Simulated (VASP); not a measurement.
Crystal: Ca.

```
Ca
1.0
     3.70986   -2.45193    0.00000
     3.70986    2.45193    0.00000
     0.00000    0.00000   10.00204
Ca
4
Direct
  0.85000 0.15000 0.11700
  0.65000 0.35000 0.61700
  0.15000 0.85000 0.88300
  0.35000 0.65000 0.38300
```

| Item | Value |
| --- | --- |
| Program | VASP 6.6.1 |
| Task | relaxation of cell and atoms |
| Functional | PBEsol |
| Potentials or basis | VASP PAW PBE potentials, release 64 (Ca_sv) |
| Cutoff | 600 eV |
| k mesh | 4 × 4 × 2 |
| Occupations | gaussian, width 0.1 eV |
| Spin | no spin polarisation |

At the start: pressure -0.4 GPa; volume 45.49 Å³/atom.

Q: How do energy, volume and symmetry change on relaxing?

A: Over 20 steps the energy falls by 682.8 meV/atom and the volume is 40.98 Å³/atom (-9.9 %); space group Fm-3m (No. 225, to 0.05 Å).

Step by step:
```
step  energy change (eV)  largest force (eV/Å)  pressure (GPa)  volume (Å³)
   1              0.0000                2.0058           -0.39       181.96
   2             -1.5810                0.9461           -0.69       177.69
   3             -2.2721                0.3838           -0.52       171.65
   4             -1.9492                0.3923            1.98       153.25
   5             -2.3772                0.3198            0.29       164.18
   6             -2.4051                0.3004           -0.02       166.67
   7             -2.4045                0.2985           -0.08       167.13
   8             -2.4314                0.2835           -0.06       166.48
   9             -2.5038                0.2561            0.06       164.45
  10             -2.6028                0.2732            0.51       160.09
  11             -2.3999                0.8096            2.28       150.28
  12             -2.6282                0.2734            0.70       158.61
  13             -2.6606                0.2519            0.34       161.59
  14             -2.6897                0.2171           -0.29       167.40
  15             -2.6901                0.2143           -0.36       168.04
  16             -2.7063                0.1687           -0.23       166.61
  17             -2.7218                0.0535            0.13       163.17
  18             -2.7281                0.0176            0.01       164.19
  19             -2.7303                0.0261           -0.10       165.22
  20             -2.7314                0.0189            0.04       163.92
```

Final structure:
```cif
data_structure
_symmetry_space_group_name_H-M 'P 1'
_symmetry_Int_Tables_number 1
_cell_length_a 3.8694
_cell_length_b 3.8694
_cell_length_c 10.9483
_cell_angle_alpha 90.000
_cell_angle_beta 90.000
_cell_angle_gamma 90.269
_cell_volume 163.92
loop_
_atom_site_label
_atom_site_type_symbol
_atom_site_fract_x
_atom_site_fract_y
_atom_site_fract_z
_atom_site_occupancy
Ca1 Ca 0.75011 0.24989 0.12539 1
Ca2 Ca 0.74989 0.25011 0.62539 1
Ca3 Ca 0.24989 0.75011 0.87461 1
Ca4 Ca 0.25011 0.74989 0.37461 1
```

Caveat: the k points lie up to 0.41 Å⁻¹ apart in the final cell; the PAW data sets were made with another functional, which shifts forces and pressure a little.
